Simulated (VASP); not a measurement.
BaS, 2 atoms in the cell. The structure is trigonal, space group R-3m (No. 166). Conventional cell: a = 4.584 Å, b = 4.584 Å, c = 10.732 Å, α = 90.00°, β = 90.00°, γ = 120.00°. Ba (site symmetry -3m) has 6 S at 3.19 Å within 4.2 Å. S (site symmetry -3m) has 6 Ba at 3.19 Å within 4.2 Å.  This cell differs from its parent crystal: equal xy, yz and zx shear strains of -3 %.

```yaml
Program: VASP 6.6.1
Task: single point
Functional: PBE
Potentials_or_basis: VASP PAW PBE potentials, release 64 (Ba_sv, S)
Cutoff: 520 eV
k_mesh: 8 × 8 × 8
Occupations: fermi-dirac, width 0.02 eV
Spin: no spin polarisation
Dipole_correction: no
Further_INCAR_settings: ALGO = Normal; EDIFF = 1e-06; NBANDS = 15
```

Potentials or basis: VASP PAW PBE potentials, release 64 (Ba_sv, S).

Run with:

```sh
$ cat potpaw_PBE.64/Ba_sv/POTCAR potpaw_PBE.64/S/POTCAR > POTCAR
$ mpirun -np 1 vasp_std > vasp.out
```

Hardware: 1 thread of Intel Xeon 8259CL, with other jobs on the host.

Q: How long does it take, and how much memory?

A: Wall time 86 s on 1 thread of Intel Xeon 8259CL, with other jobs on the host, peak memory 0.24 GiB. Counts: scf iterations 13, k points 65.
